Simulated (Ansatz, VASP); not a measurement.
Ga4As3P: VASP beside Ansatz

```
P Ga As
1.0
    -2.74861    2.74861    5.49610
     2.74861   -2.74861    5.49610
     2.74861    2.74861   -5.49610
P Ga As
1 4 3
Direct
  0.00000 0.00000 0.00000
  0.63332 0.63332 0.51236
  0.87903 0.36668 0.00000
  0.12097 0.12097 0.48764
  0.36668 0.87903 0.00000
  0.25000 0.75000 0.50000
  0.50000 0.50000 0.00000
  0.75000 0.25000 0.50000
```

Alike in both runs: task single point; functional r2SCAN; k mesh 6 × 6 × 6; no spin polarisation.

|  | VASP | Ansatz |
| --- | --- | --- |
| version | VASP 6.6.1 | Ansatz 0.2.0 |
| potentials or method | VASP PAW PBE potentials, release 64 (P, Ga_d, As) | plane waves, PAW |
| plane-wave cutoff (eV) | 520 | 500 |
| occupations | gaussian, width 0.01 eV | fixed |
| valence electrons in the cell | 72 | 102 |

Ansatz gave:

| Quantity | Value |
| --- | --- |
| gap on the k mesh at the Fermi level (eV) | 1.55 |
| pressure (GPa) | 5.4 |
| rms of the force components (eV/Å) | 0.006 |

**Question.** Estimate VASP's values.

**Answer.** gap on the k mesh at the Fermi level (eV): 1.55; pressure (GPa): 5.5; rms of the force components (eV/Å): 0.010.

VASP's potentials were made for PBE, not for r2SCAN. VASP's potentials hold 72 valence electrons a cell and Ansatz's 102, so a difference there can come from the potentials and not from the codes.
